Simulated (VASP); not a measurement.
# MgO (P-6m2) in VASP: further runs

MgO is run at these levels: LDA; tasks: relaxation of cell and atoms.

All numbers are computed with VASP 6.6.1; they aren't measurements. Logs are shortened: lines on timing, memory, paths and dates and some standing lists are left out, and cuts for length are marked.

## 1. The cell of the first run

The structure is hexagonal, space group P-6m2 (No. 187). The conventional cell has a = 2.938 Å, b = 2.938 Å, c = 2.680 Å, α = 90.00°, β = 90.00°, γ = 120.00°. Mg (site symmetry -6m2) has 6 O at 2.16 Å and 8 Mg at 2.68 to 2.94 Å within 3.0 Å. O (site symmetry -6m2) has 6 Mg at 2.16 Å and 8 O at 2.68 to 2.94 Å within 3.0 Å.

## 2. Relaxation of cell and atoms, LDA, target pressure 10 GPa, at which the enthalpy is minimised

Input file INCAR:

```
SYSTEM = MgO
  ALGO = Normal
  EDIFF = 1E-6
  EDIFFG = -0.01
  ENCUT = 600
  GGA = CA
  IBRION = 2
  ISIF = 3
  ISMEAR = 0
  LASPH = .True.
  LCHARG = .False.
  LREAL = .False.
  LWAVE = .False.
  NELM = 100
  NSW = 80
  PREC = Accurate
  PSTRESS = 100.0
  SIGMA = 0.01
```

Input file KPOINTS:

```
k-points
0
Gamma
  12 12 8
  0 0 0
```

Input file POSCAR:

```
MgO
1.0
    2.9380210000      0.0000000000      0.0000000000
   -1.4690100000      2.5444010000      0.0000000000
    0.0000000000      0.0000000000      2.6796800000
Mg O
1 1
Direct
    0.0000000000      0.0000000000      0.0000000000
    0.3333333333      0.6666666667      0.5000000000
```

Potentials or basis: VASP PAW LDA potentials, release 64 (Mg, O).

On the command line:

```
$ cat potpaw_LDA.64/Mg/POTCAR potpaw_LDA.64/O/POTCAR > POTCAR
$ mpirun -np 1 vasp_std > vasp.out
```

OUTCAR:

```text
SYSTEM = MgO
   EDIFF = 1E-6
   EDIFFG = -0.01
   ENCUT = 600
   GGA = CA
   IBRION = 2
   ISIF = 3
   ISMEAR = 0
   LASPH = .True.
   LREAL = .False.
   NELM = 100
   NSW = 80
   PREC = Accurate
   PSTRESS = 100.0

 ion  position               nearest neighbor table
   1  0.000  0.000  0.000-   2 2.16   2 2.16   2 2.16   2 2.16   2 2.16   2 2.16
   2  0.333  0.667  0.500-   1 2.16   1 2.16   1 2.16   1 2.16   1 2.16   1 2.16

  LATTYP: Found a hexagonal cell.
 ALAT       =     2.9380210000
 C/A-ratio  =     0.9120697231

  Lattice vectors:

 A1 = (   2.9380210000,   0.0000000000,   0.0000000000)
 A2 = (  -1.4690100000,   2.5444010000,   0.0000000000)
 A3 = (   0.0000000000,   0.0000000000,   2.6796800000)

Analysis of symmetry for initial positions (statically):
=====================================================================
 Subroutine PRICEL returns:
 Original cell was already a primitive cell.

 Routine SETGRP: Setting up the symmetry group for a
 hexagonal supercell.

 Subroutine GETGRP returns: Found 12 space group operations
 (whereof 12 operations were pure point group operations)
 out of a pool of 24 trial point group operations.

The static configuration has the point symmetry D_3h.

Analysis of symmetry for dynamics (positions and initial velocities):
=====================================================================
 Subroutine PRICEL returns:
 Original cell was already a primitive cell.

 Routine SETGRP: Setting up the symmetry group for a
 hexagonal supercell.

 Subroutine GETGRP returns: Found 12 space group operations
 (whereof 12 operations were pure point group operations)
 out of a pool of 24 trial point group operations.

The dynamic configuration has the point symmetry D_3h.

 Subroutine INISYM returns: Found 12 space group operations
 (whereof 12 operations are pure point group operations),
 and found     1 'primitive' translations

----------------------------------------------------------------------------------------

                                     Primitive cell

  volume of cell :      20.0320

  direct lattice vectors                    reciprocal lattice vectors
     2.938021000  0.000000000  0.000000000     0.340365164  0.196509839  0.000000000
    -1.469010000  2.544401000  0.000000000     0.000000000  0.393019811  0.000000000
     0.000000000  0.000000000  2.679680000     0.000000000  0.000000000  0.373178887

  length of vectors
     2.938021000  2.938020903  2.679680000     0.393019798  0.393019811  0.373178887

  position of ions in fractional coordinates (direct lattice)
     0.000000000  0.000000000  0.000000000
     0.333333333  0.666666667  0.500000000

  ion indices of the primitive-cell ions
   primitive index   ion index
                 1           1
                 2           2

----------------------------------------------------------------------------------------

 KPOINTS: k-points

Automatic generation of k-mesh.
 Grid dimensions read from file:
 generate k-points for:   12   12    8

 Generating k-lattice:

  Cartesian coordinates                     Fractional coordinates (reciprocal lattice)
     0.028363764  0.016375820  0.000000000     0.083333333  0.000000000  0.000000000
     0.000000000  0.032751651  0.000000000     0.000000000  0.083333333  0.000000000
     0.000000000  0.000000000  0.046647361     0.000000000  0.000000000  0.125000000

  Length of vectors
     0.032751650  0.032751651  0.046647361

  Shift w.r.t. Gamma in fractional coordinates (k-lattice)
     0.000000000  0.000000000  0.000000000

 Subroutine IBZKPT returns following result:
 ===========================================

 Found     95 irreducible k-points:

 Following reciprocal coordinates:
            Coordinates               Weight
  0.000000  0.000000  0.000000      1.000000
  0.083333 -0.000000  0.000000      6.000000
  0.166667  0.000000  0.000000      6.000000
  0.250000  0.000000  0.000000      6.000000
  0.333333  0.000000  0.000000      6.000000
  0.416667  0.000000  0.000000      6.000000
[... 16 lines left out ...]
  0.250000  0.000000  0.125000     12.000000
  0.333333  0.000000  0.125000     12.000000
 [... further k-points ...]
   k-points           NKPTS =     95   k-points in BZ     NKDIM =     95   number of bands    NBANDS=      8
   number of dos      NEDOS =    301   number of ions     NIONS =      2
   total plane-waves  NPLWV =  13824
   dimension x,y,z NGX =    24 NGY =   24 NGZ =   24
   dimension x,y,z NGXF=    48 NGYF=   48 NGZF=   48
   ions per type =               1   1
   NGX,Y,Z   is equivalent  to a cutoff of  13.58, 13.58, 14.89 a.u.
   NGXF,Y,Z  is equivalent  to a cutoff of  27.16, 27.16, 29.78 a.u.
 SYSTEM =  MgO
   PREC   = accura    normal or accurate (medium, high low for compatibility)
   ISTART =      0    job   : 0-new  1-cont  2-samecut
   ICHARG =      2    charge: 1-file 2-atom 10-const
   ISPIN  =      1    spin polarized calculation?
   LNONCOLLINEAR =      F non collinear calculations
   LSORBIT =      F    spin-orbit coupling
   LASPH  =      T    aspherical Exc in radial PAW
   ENCUT  =  600.0 eV  44.10 Ry    6.64 a.u.   5.87  5.87  5.35*2*pi/ulx,y,z
   NELM   =    100;   NELMIN=  2; NELMDL= -5     # of ELM steps
   EDIFF  = 0.1E-05   stopping-criterion for ELM
   LREAL  =      F    real-space projection
   EDIFFG = -.1E-01   stopping-criterion for IOM
   NSW    =     80    number of steps for IOM
   IBRION =      2    ionic relax: 0-MD 1-quasi-New 2-CG
   NFREE  =      1    steps in history (QN), initial steepest desc. (CG)
   ISIF   =      3    stress and relaxation
   ISYM   =      2    0-nonsym 1-usesym 2-fastsym
   POTIM  = 0.5000    time-step for ionic-motion
   TEBEG  =    0.0;   TEEND  =   0.0 temperature during run
   PSTRESS=  100.0 pullay stress
   NELECT =       8.0000    total number of electrons
   NUPDOWN=      -1.0000    fix difference up-down
   EMIN   =  10.00;   EMAX   =-10.00  energy-range for DOS
   EFERMI =   0.00;   METHOD = LEGACY
   ISMEAR =     0;   SIGMA  =   0.01  broadening in eV -4-tet -1-fermi 0-gaus
   EFERMI_NEDOS =   21; number of points for ismear=-14 and -15
   IALGO  =     38    algorithm
   IMIX   =      4    mixing-type and parameters
     AMIX     =   0.40;   BMIX     =  1.00
     AMIX_MAG =   1.60;   BMIX_MAG =  1.00
  volume/ion in A,a.u.               =      10.02        67.59
  Fermi-wavevector in a.u.,A,eV,Ry     =   1.205583  2.278221 19.775113  1.453430
  Thomas-Fermi vector in A             =   2.341275
   LORBIT       =      0    0 simple, 1 ext, 2 COOP (PROOUT), +10 PAW based schemes
   GGA     = CA    functional components
   LHFCALC =     F    Hartree Fock is set to
   AEXX    =    0.0000 exact exchange contribution
   IVDW    =     0    specifies the selected vdW correction
   LEPSILON=     F    determine dielectric tensor
   LRPA    =     F    only Hartree local field effects (RPA)
 conjugate gradient relaxation of ions
 non-spin polarized calculation
 Gauss-broadening in eV      SIGMA  =   0.01
  energy-cutoff  :      600.00
  volume of cell :       20.03
 maximum number of plane-waves:       683
 NGX is ok and might be reduce to    24
   NGX = 11   NGY = 11   NGZ = 11

--------------------------------------- Ionic step        1  -------------------------------------------

 number of electron       7.9999996 magnetization

 Free energy of the ion-electron system (eV)
  ---------------------------------------------------
  ext. energy  EPLUGINS =         0.00000000
  ---------------------------------------------------
  free energy    TOTEN  =       -12.67853577 eV

  energy without entropy =      -12.67853577  energy(sigma->0) =      -12.67853577

------------------------ aborting loop because EDIFF is reached ----------------------------------------

  FORCE on cell =-STRESS in cart. coord.  units (eV):
  Direction    XX          YY          ZZ          XY          YZ          ZX
  --------------------------------------------------------------------------------------
  -------------------------------------------------------------------------------------
  Total       -1.3320861     -1.3320863     -1.5311743     -0.0000003      0.0000000      0.0000000
  in kB     -106.5416689   -106.5416838   -122.4649560     -0.0000209      0.0000000      0.0000000
  external PRESSURE =    -211.8494362 kB  Pullay stress =     100.0000000 kB
[... 137 lines left out ...]
  enthalpy is  TOTEN    =       -11.6138269181 eV   P V=        1.0916513807

--------------------------------------- Ionic step        5  -------------------------------------------

 number of electron       8.0000002 magnetization

 Free energy of the ion-electron system (eV)
  ---------------------------------------------------
  ext. energy  EPLUGINS =         0.00000000
  ---------------------------------------------------
  free energy    TOTEN  =       -12.70738246 eV

  energy without entropy =      -12.70738246  energy(sigma->0) =      -12.70738246

 E-fermi :   4.1243     XC(G=0): -11.8767

 val. band max:        4.0355435760   @ k =   0.3333   0.3333   0.0000
 cond. band min:       8.0997216962   @ k =   0.0000   0.0000   0.0000
 fundamental gap:      4.0641781202
 Fermi energy:         4.1243159629

 k-point     1 :       0.0000    0.0000    0.0000
  band No.  band energies     occupation
      1     -13.8461      2.00000
      2       3.4087      2.00000
      3       3.4087      2.00000
      4       3.5894      2.00000
      5       8.0997      0.00000
      6      16.0914      0.00000
      7      20.6003      0.00000
      8      20.6003      0.00000
[... 243 lines left out ...]
 k-point    24 :       0.3333    0.0000    0.1250
  band No.  band energies     occupation
      1     -12.6968      2.00000
      2      -0.3423      2.00000
      3       2.8547      2.00000
      4       3.0439      2.00000
      5      11.2222      0.00000
      6      15.6769      0.00000
      7      19.0483      0.00000
      8      22.3116      0.00000

 [... further k-points ...]
[... 5 lines left out ...]
  --------------------------------------------------------------------------------------
  -------------------------------------------------------------------------------------
  Total        1.0874937      1.0874939      1.0843036      0.0000002      0.0000000     -0.0000000
  in kB       99.5031539     99.5031675     99.2112599      0.0000191      0.0000000     -0.0000000
  external PRESSURE =      -0.5941395 kB  Pullay stress =     100.0000000 kB
[... 17 lines left out ...]
  FREE ENERGIE OF THE ION-ELECTRON SYSTEM (eV)
  ---------------------------------------------------
  free  energy   TOTEN  =       -12.7073824582 eV

  energy  without entropy=      -12.7073824582  energy(sigma->0) =      -12.70738246

  enthalpy is  TOTEN    =       -11.6144585769 eV   P V=        1.0929238812

 reached required accuracy - stopping structural energy minimisation
```

Wall time 57 s (1 thread of Intel Xeon 8259CL, shared host); peak memory 0.15 GiB.

Results:

* Free energy: -12.7074 eV
* Relaxed volume: 8.76 Å³/atom
* Relaxed cell: a = 2.804 Å, b = 2.804 Å, c = 2.572 Å, α = 90.00°, β = 90.00°, γ = 120.00°
* Space group after relaxing (to 0.1 Å): P-6m2 (No. 187)
* Energy change on relaxing (the run minimises the enthalpy): -14.4 meV/atom
* Ionic steps: 5
* Pressure after relaxing: 9.9 GPa
* Band gap on the k mesh: 4.06 eV (least direct gap 4.51 eV)

Step by step:
| step | energy change (eV) | largest force (eV/Å) | pressure (GPa) | volume (Å³) |
| --- | --- | --- | --- | --- |
| 1 | 0.0000 | 0.0000 | -11.18 | 20.03 |
| 2 | 0.0914 | 0.0000 | 25.33 | 16.43 |
| 3 | -0.0290 | 0.0000 | 9.85 | 17.55 |
| 4 | -0.0269 | 0.0000 | 10.06 | 17.49 |
| 5 | -0.0288 | 0.0000 | 9.94 | 17.51 |

Final structure:
```yaml
crystal:
  lattice:
    - [2.80359, 0.00000, 0.00000]
    - [-1.40179, 2.42798, 0.00000]
    - [0.00000, 0.00000, 2.57242]
  atoms:
    - { symbol: Mg, position: [0.00000, 0.00000, 0.00000] }
    - { symbol: O, position: [0.33333, 0.66667, 0.50000] }
```

Caveat: the cell is relaxed towards a set pressure, so the run minimises the enthalpy, not the energy. A k mesh can miss the band edges.

## 3. Relaxation of cell and atoms, LDA, target pressure 20 GPa, at which the enthalpy is minimised

Input file INCAR:

```
ALGO = Normal
EDIFF = 1E-6
EDIFFG = -0.01
ENCUT = 600
IBRION = 2
ISIF = 3
ISMEAR = 0
LASPH = True
LCHARG = False
LREAL = False
LWAVE = False
NELM = 80
NSW = 80
PREC = Accurate
PSTRESS = 200.0
SIGMA = 0.01
```

Input file KPOINTS:

```
k-points
0
Gamma
  12 12 8
```

POSCAR is that of step 2.

Potentials or basis: VASP PAW LDA potentials, release 64 (Mg, O).

On the command line:

```
$ cat potpaw_LDA.64/Mg/POTCAR potpaw_LDA.64/O/POTCAR > POTCAR
$ mpirun -np 1 vasp_std > vasp.out
```

OUTCAR:

```text
EDIFF = 1E-6
   EDIFFG = -0.01
   ENCUT = 600
   IBRION = 2
   ISIF = 3
   ISMEAR = 0
   LASPH = True
   LREAL = False
   NELM = 80
   NSW = 80
   PREC = Accurate
   PSTRESS = 200.0

 ion  position               nearest neighbor table
   1  0.000  0.000  0.000-   2 2.16   2 2.16   2 2.16   2 2.16   2 2.16   2 2.16
   2  0.333  0.667  0.500-   1 2.16   1 2.16   1 2.16   1 2.16   1 2.16   1 2.16

  LATTYP: Found a hexagonal cell.
 ALAT       =     2.9380210000
 C/A-ratio  =     0.9120697231

  Lattice vectors:

 A1 = (   2.9380210000,   0.0000000000,   0.0000000000)
 A2 = (  -1.4690100000,   2.5444010000,   0.0000000000)
 A3 = (   0.0000000000,   0.0000000000,   2.6796800000)

Analysis of symmetry for initial positions (statically):
=====================================================================
 Subroutine PRICEL returns:
 Original cell was already a primitive cell.

[... 443 lines left out ...]
  free energy    TOTEN  =       -12.63629219 eV

  energy without entropy =      -12.63629219  energy(sigma->0) =      -12.63629219

 E-fermi :   4.5158     XC(G=0): -12.0996

 val. band max:        4.4073154311   @ k =   0.3333   0.3333   0.0000
 cond. band min:       8.8921048450   @ k =   0.0000   0.0000   0.0000
 fundamental gap:      4.4847894139
 Fermi energy:         4.5158118871

 k-point     1 :       0.0000    0.0000    0.0000
  band No.  band energies     occupation
      1     -13.7261      2.00000
      2       3.7946      2.00000
      3       3.7946      2.00000
      4       3.9473      2.00000
      5       8.8921      0.00000
      6      16.6060      0.00000
      7      21.4416      0.00000
      8      21.4416      0.00000
[... 243 lines left out ...]
 k-point    24 :       0.3333    0.0000    0.1250
  band No.  band energies     occupation
      1     -12.4822      2.00000
      2      -0.1076      2.00000
      3       3.2158      2.00000
      4       3.3822      2.00000
      5      11.8818      0.00000
      6      16.5495      0.00000
      7      19.7968      0.00000
      8      23.1606      0.00000

 [... further k-points ...]
[... 5 lines left out ...]
  --------------------------------------------------------------------------------------
  -------------------------------------------------------------------------------------
  Total        2.0909835      2.0909838      2.0906660      0.0000004      0.0000000     -0.0000000
  in kB      200.1197355    200.1197651    200.0893508      0.0000417      0.0000000     -0.0000000
  external PRESSURE =       0.1096171 kB  Pullay stress =     200.0000000 kB
[... 21 lines left out ...]
  energy  without entropy=      -12.6362921920  energy(sigma->0) =      -12.63629219

  enthalpy is  TOTEN    =       -10.5465597954 eV   P V=        2.0897323966

 reached required accuracy - stopping structural energy minimisation
```

CONTCAR:

```text
MgO
   1.00000000000000
     2.7588354629718208    0.0000000165356861   -0.0000000000000000
    -1.3794172476598423    2.3892217640182709   -0.0000000000000000
    -0.0000000000000000   -0.0000000000000000    2.5397384774712974
  Mg              O
     1     1
Direct
     0.0000000000000000    0.0000000000000000    0.0000000000000000
     0.3333333332999970    0.6666666667000030    0.5000000000000000

  0.00000000E+00  0.00000000E+00  0.00000000E+00
  0.00000000E+00  0.00000000E+00  0.00000000E+00
```

Wall time 84 s (1 thread of Intel Xeon 8259CL, shared host); peak memory 0.16 GiB.

What came out:

```
Free energy                                                : -12.6363 eV
Relaxed volume                                             : 8.37 Å³/atom
Relaxed cell                                               : a = 2.759 Å, b = 2.759 Å, c = 2.540 Å, α = 90.00°, β = 90.00°, γ = 120.00°
Space group after relaxing (to 0.1 Å)                      : P-6m2 (No. 187)
Energy change on relaxing (the run minimises the enthalpy) : +21.1 meV/atom
Ionic steps                                                : 8
Pressure after relaxing                                    : 20.0 GPa
Band gap on the k mesh                                     : 4.48 eV (least direct gap 4.94 eV)
```

Step by step:
```csv
step,energy change (eV),largest force (eV/Å),pressure (GPa),volume (Å³)
1,0.0000,0.0000,-11.18,20.03
2,0.4749,0.0000,56.98,14.89
3,0.0363,0.0000,19.33,16.82
4,0.0438,0.0000,20.22,16.76
5,0.0496,0.0000,20.49,16.69
6,0.0451,0.0000,20.33,16.72
7,0.0406,0.0000,19.81,16.75
8,0.0422,0.0000,20.01,16.74
```

Final structure:
```xyz
2
Lattice="2.7588 0.0000 0.0000 -1.3794 2.3892 0.0000 0.0000 0.0000 2.5397" Properties=species:S:1:pos:R:3 pbc="T T T"
Mg    0.0000    0.0000    0.0000
O     0.0000    1.5928    1.2699
```

Levels at points of the mesh, in eV from the valence-band top:
```csv
k point,band 2,band 3,band 4,band 5,band 6,band 7
"(0.00, 0.00, 0.00)",-0.61,-0.61,-0.46,4.48,12.20,17.03
"(0.50, 0.00, 0.00)",-5.77,-1.46,-0.06,7.37,12.65,14.14
"(0.00, 0.00, 0.50)",-6.29,-0.01,-0.01,10.00,10.40,18.71
"(0.50, 0.00, 0.50)",-4.39,-4.05,-0.97,6.15,12.58,16.34
```

Caveat: the cell is relaxed towards a set pressure, so the run minimises the enthalpy, not the energy; the volume moved by over 15 % at a fixed basis, so the end points are rough.
